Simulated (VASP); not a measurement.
A run of VASP 6.6.1:

Contents of INCAR:

```
SYSTEM = V2O5
PREC = Accurate
ENCUT = 520
EDIFF = 1E-6
ISMEAR = -1
SIGMA = 0.06122561905347299
LREAL = .False.
LASPH = .True.
NELM = 100
ALGO = Normal
ISIF = 2
LWAVE = .False.
LCHARG = .False.
GGA = PE
NBANDS = 69
```

The input KPOINTS:

```
regular mesh
0
Gamma
  8 8 8
  0 0 0
```

File POSCAR:

```
V2O5
1.0
    4.9314117617      0.0000000000      0.0000000000
    0.0000000000      4.9314117617      0.0000000000
    0.0000000000      0.0000000000      4.9314117617
V O
4 10
Direct
    0.0000000000      0.0000000000      0.0000000000
    0.5000000000      0.5000000000      0.0000000000
    0.5000000000      0.0000000000      0.5000000000
    0.0000000000      0.5000000000      0.5000000000
    0.5000000000      0.0000000000      0.0000000000
    0.0000000000      0.5000000000      0.0000000000
    0.0000000000      0.0000000000      0.5000000000
    0.5000000000      0.5000000000      0.5000000000
    0.7500000000      0.7500000000      0.2500000000
    0.7500000000      0.2500000000      0.7500000000
    0.2500000000      0.7500000000      0.7500000000
    0.7500000000      0.2500000000      0.2500000000
    0.2500000000      0.7500000000      0.2500000000
    0.2500000000      0.2500000000      0.7500000000
```

Potentials or basis: VASP PAW PBE potentials, release 64 (V_sv, O).

The run is started by

```console
$ cat potpaw_PBE.64/V_sv/POTCAR potpaw_PBE.64/O/POTCAR > POTCAR
$ mpirun -np 1 vasp_std > vasp.out
```

Hardware: 1 thread of Oxide Virtual Turin-like Processor, with other jobs on the host.

Problem. Estimate the wall time of this run.

Solution. Wall time 11 min on 1 thread of Oxide Virtual Turin-like Processor, with other jobs on the host, peak memory 0.32 GiB. Counts: scf iterations 19, k points 35.
